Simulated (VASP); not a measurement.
Tl, 1 atom in the cell. The structure is cubic, space group Pm-3m (No. 221). Conventional cell: a = 2.703 Å, b = 2.703 Å, c = 2.703 Å, α = 90.00°, β = 90.00°, γ = 90.00°. Within 3.6 Å of Tl (site symmetry m-3m) lie 6 Tl at 2.70 Å. 

```yaml
Program: VASP 6.6.1
Task: single point
Functional: PBEsol
Dispersion: D3(BJ)
Potentials_or_basis: VASP PAW PBE potentials, release 64 (Tl_d)
Cutoff: 520 eV
k_mesh: 8 × 8 × 8
Occupations: gaussian, width 0.1 eV
Spin: no spin polarisation
Dipole_correction: no
Further_INCAR_settings: ALGO = Normal; EDIFF = 1e-06; NBANDS = 12
```

Potentials or basis: VASP PAW PBE potentials, release 64 (Tl_d).

Launch:

```console
$ cat potpaw_PBE.64/Tl_d/POTCAR > POTCAR
$ mpirun -np 1 vasp_std > vasp.out
```

Hardware: 1 thread of Intel(R) Xeon(R) 6975P-C (Granite Rapids) (shared host).

Question: How long does it take, and how much memory?

Answer: Run time: 3 s on 1 thread of Intel(R) Xeon(R) 6975P-C (Granite Rapids), on a shared host, peak memory 0.13 GiB. Counts: scf iterations 10, k points 35.
